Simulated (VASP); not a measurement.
# Fe (Pm-3m) in VASP: a series of runs, part 2 of 2

VASP 6.6.1. Earlier steps stand in the parts before.

## (4) Single point, PBEsol, collinear spin, ferromagnetic start

This run uses another cell than the first one, of 12.63 Å³/atom.

Input file INCAR:

```
PREC = Accurate ; ENCUT = 520
EDIFF = 1E-6 ; ISMEAR = -1
SIGMA = 0.05 ; LREAL = False
LASPH = True ; NELM = 150
ALGO = Normal ; ISIF = 2
LWAVE = False ; LCHARG = False
ISPIN = 2 ; MAGMOM = 2.303
LORBIT = 11 ; LMAXMIX = 4
GGA = PS ; NBANDS = 14
```

Input file KPOINTS:

```
regular mesh
0
Gamma
  22 22 22
```

Input file POSCAR:

```
Fe
1.0
    2.3290547973      0.0000000000      0.0000000000
    0.0000000000      2.3290547973      0.0000000000
    0.0000000000      0.0000000000      2.3290547973
Fe
1
Direct
    0.0000000000      0.0000000000      0.0000000000
```

Potentials or basis: VASP PAW PBE potentials, release 64 (Fe).

Command:

```console
cat potpaw_PBE.64/Fe/POTCAR > POTCAR
mpirun -np 1 vasp_std > vasp.out
```

OUTCAR:

```text
PREC = Accurate
   ENCUT = 520
   EDIFF = 1E-6
   ISMEAR = -1
   LREAL = False
   LASPH = True
   NELM = 150
   ISIF = 2
   ISPIN = 2
   LORBIT = 11
   GGA = PS

 ion  position               nearest neighbor table
   1  0.000  0.000  0.000-

  LATTYP: Found a simple cubic cell.
 ALAT       =     2.3290547973

  Lattice vectors:

 A1 = (   2.3290547973,   0.0000000000,   0.0000000000)
 A2 = (   0.0000000000,   2.3290547973,   0.0000000000)
 A3 = (   0.0000000000,   0.0000000000,   2.3290547973)

Analysis of symmetry for initial positions (statically):
=====================================================================
 Subroutine PRICEL returns:
 Original cell was already a primitive cell.

 Routine SETGRP: Setting up the symmetry group for a
 simple cubic supercell.

 Subroutine GETGRP returns: Found 48 space group operations
 (whereof 48 operations were pure point group operations)
 out of a pool of 48 trial point group operations.

The static configuration has the point symmetry O_h .

Analysis of symmetry for dynamics (positions and initial velocities):
=====================================================================
 Subroutine PRICEL returns:
 Original cell was already a primitive cell.

 Routine SETGRP: Setting up the symmetry group for a
 simple cubic supercell.

 Subroutine GETGRP returns: Found 48 space group operations
 (whereof 48 operations were pure point group operations)
 out of a pool of 48 trial point group operations.

The dynamic configuration has the point symmetry O_h .

Analysis of structural, dynamic, and magnetic symmetry:
=====================================================================
 Subroutine PRICEL returns:
 Original cell was already a primitive cell.

 Routine SETGRP: Setting up the symmetry group for a
 simple cubic supercell.

 Subroutine GETGRP returns: Found 48 space group operations
 (whereof 48 operations were pure point group operations)
 out of a pool of 48 trial point group operations.

The overall configuration has the point symmetry O_h .

 Subroutine INISYM returns: Found 48 space group operations
 (whereof 48 operations are pure point group operations),
 and found     1 'primitive' translations

----------------------------------------------------------------------------------------

                                     Primitive cell

  volume of cell :      12.6339

  direct lattice vectors                    reciprocal lattice vectors
     2.329054797  0.000000000  0.000000000     0.429358726  0.000000000  0.000000000
     0.000000000  2.329054797  0.000000000     0.000000000  0.429358726  0.000000000
     0.000000000  0.000000000  2.329054797     0.000000000  0.000000000  0.429358726

  length of vectors
     2.329054797  2.329054797  2.329054797     0.429358726  0.429358726  0.429358726

  position of ions in fractional coordinates (direct lattice)
     0.000000000  0.000000000  0.000000000

  ion indices of the primitive-cell ions
   primitive index   ion index
                 1           1

----------------------------------------------------------------------------------------

 KPOINTS: regular mesh

Automatic generation of k-mesh.
 Grid dimensions read from file:
 generate k-points for:   22   22   22

 Generating k-lattice:

  Cartesian coordinates                     Fractional coordinates (reciprocal lattice)
     0.019516306  0.000000000  0.000000000     0.045454545  0.000000000  0.000000000
[... 70 lines left out ...]
   NELECT =       8.0000    total number of electrons
   NUPDOWN=      -1.0000    fix difference up-down
   EMIN   =  10.00;   EMAX   =-10.00  energy-range for DOS
   EFERMI =   0.00;   METHOD = LEGACY
   ISMEAR =    -1;   SIGMA  =   0.05  broadening in eV -4-tet -1-fermi 0-gaus
   EFERMI_NEDOS =   21; number of points for ismear=-14 and -15
   IALGO  =     38    algorithm
   IMIX   =      4    mixing-type and parameters
     AMIX     =   0.40;   BMIX     =  1.00
     AMIX_MAG =   1.60;   BMIX_MAG =  1.00
  volume/ion in A,a.u.               =      12.63        85.26
  Fermi-wavevector in a.u.,A,eV,Ry     =   1.405805  2.656586 26.889031  1.976288
  Thomas-Fermi vector in A             =   2.528229
   LORBIT       =     11    0 simple, 1 ext, 2 COOP (PROOUT), +10 PAW based schemes
   GGA     = PS    functional components
   LHFCALC =     F    Hartree Fock is set to
   AEXX    =    0.0000 exact exchange contribution
   IVDW    =     0    specifies the selected vdW correction
   LEPSILON=     F    determine dielectric tensor
   LRPA    =     F    only Hartree local field effects (RPA)
 spin polarized calculation
  energy-cutoff  :      520.00
  volume of cell :       12.63
 maximum number of plane-waves:       360
 NGX is ok and might be reduce to    18
   NGX =  9   NGY =  9   NGZ =  9

 number of electron       7.9999995 magnetization       2.3048589

 Free energy of the ion-electron system (eV)
  ---------------------------------------------------
  ext. energy  EPLUGINS =         0.00000000
  ---------------------------------------------------
  free energy    TOTEN  =        -8.08395702 eV

  energy without entropy =       -8.07673737  energy(sigma->0) =       -8.08034719

 E-fermi :   4.9258     XC(G=0): -12.5860

 val. band max:        4.9184417480   @ k =   0.4091   0.3636   0.1818
 cond. band min:       4.9290295396   @ k =   0.4091   0.4091   0.1818
 fundamental gap:      0.0105877917
 Fermi energy:         4.9257654427

 spin component 1

 k-point     1 :       0.0000    0.0000    0.0000
  band No.  band energies     occupation
      1      -3.1923      1.00000
      2       0.8304      1.00000
      3       0.8304      1.00000
      4       4.5493      0.99946
      5       4.5493      0.99946
      6       4.5494      0.99946
      7      24.2087      0.00000
      8      24.2087      0.00000
      9      24.2087      0.00000
     10      28.1671      0.00000
     11      28.1671      0.00000
     12      32.7776      0.00000
     13      45.3138      0.00000
     14      45.3138      0.00000
[... 379 lines left out ...]
      3       1.0648      1.00000
      4       4.3160      0.99999
      5       4.4250      0.99996
      6       4.4631      0.99990
      7      21.6684      0.00000
      8      22.2542      0.00000
      9      24.8984      0.00000
     10      28.9271      0.00000
     11      31.2509      0.00000
     12      34.9432      0.00000
     13      41.4990      0.00000
     14      44.1929      0.00000

 [... further k-points ...]

 spin component 2

 k-point     1 :       0.0000    0.0000    0.0000
  band No.  band energies     occupation
      1      -2.8273      1.00000
      2       2.3489      1.00000
      3       2.3491      1.00000
      4       7.3879      0.00000
      5       7.3879      0.00000
      6       7.3882      0.00000
      7      24.8186      0.00000
      8      24.8186      0.00000
      9      24.8186      0.00000
     10      28.7404      0.00000
     11      28.7404      0.00000
     12      32.8532      0.00000
     13      45.7731      0.00000
     14      45.7731      0.00000
[... 379 lines left out ...]
      3       2.5857      1.00000
      4       7.1049      0.00000
      5       7.2358      0.00000
      6       7.2881      0.00000
      7      22.3272      0.00000
      8      22.8462      0.00000
      9      25.5421      0.00000
     10      29.4015      0.00000
     11      31.7809      0.00000
     12      35.1537      0.00000
     13      42.0215      0.00000
     14      44.6191      0.00000

 [... further k-points ...]

------------------------ aborting loop because EDIFF is reached ----------------------------------------

  FORCE on cell =-STRESS in cart. coord.  units (eV):
  Direction    XX          YY          ZZ          XY          YZ          ZX
  --------------------------------------------------------------------------------------
  -------------------------------------------------------------------------------------
  Total       -0.0808747     -0.0808747     -0.0808747      0.0000000      0.0000000     -0.0000000
  in kB      -10.2561426    -10.2561426    -10.2561426      0.0000000      0.0000000     -0.0000000
  external PRESSURE =     -10.2561426 kB  Pullay stress =       0.0000000 kB

 VOLUME and BASIS-vectors are now :
 -----------------------------------------------------------------------------
  energy-cutoff  :      520.00
  volume of cell :       12.63
      direct lattice vectors                 reciprocal lattice vectors
     2.329054797  0.000000000  0.000000000     0.429358726  0.000000000  0.000000000
     0.000000000  2.329054797  0.000000000     0.000000000  0.429358726  0.000000000
     0.000000000  0.000000000  2.329054797     0.000000000  0.000000000  0.429358726

 POSITION                                       TOTAL-FORCE (eV/Angst)
 -----------------------------------------------------------------------------------
      0.00000      0.00000      0.00000         0.000000      0.000000      0.000000
 -----------------------------------------------------------------------------------
    total drift:                               -0.000000      0.000000      0.000000

  FREE ENERGIE OF THE ION-ELECTRON SYSTEM (eV)
  ---------------------------------------------------
  free  energy   TOTEN  =        -8.0839570179 eV

  energy  without entropy=       -8.0767373683  energy(sigma->0) =       -8.08034719

 total charge

# of ion       s       p       d       tot
------------------------------------------
    1        0.517   0.442   6.311   7.271

 magnetization (x)

# of ion       s       p       d       tot
------------------------------------------
    1        0.001  -0.006   2.290   2.284
```

Run time: 40 s. Hardware: 1 thread of Intel Xeon 6975P-C (Granite Rapids), shared host; peak memory 0.2 GiB.

Results:

```yaml
Free_energy: -8.0840 eV
Pressure: -1.0 GPa
Net_moment: 2.30 μB per cell
Site_moments: Fe +2.28 μB
Valence_electrons_inside_the_program's_atomic_spheres: Fe 7.27
```

Caveat: the PAW data sets were made with another functional, which shifts forces and pressure a little.

## (5) Summary

```tsv
task	cell	k mesh	cutoff (eV)	gap on the mesh (eV)	pressure (GPa)	moment (μB)
single point	a = 2.419 Å, 1 atom	15 × 15 × 15	520	none	-13.6	2.48
relaxation of cell and atoms	relaxed from a = 2.334 Å, 1 atom	13 × 13 × 13	600	none	0.1	2.35
single point	a = 2.329 Å, 1 atom	22 × 22 × 22	520	none	-1.0	2.30
```

Alike in all rows: level PBEsol; potentials or basis VASP PAW PBE potentials, release 64 (Fe); spin collinear, ferromagnetic start; smearing fermi-dirac 0.05 eV.

Caveats: the PAW data sets were made with another functional, which shifts forces and pressure a little; the cell stands under tension (at least some runs).

Total energies depend on the potentials used, so only differences within one code and one set of settings carry meaning.
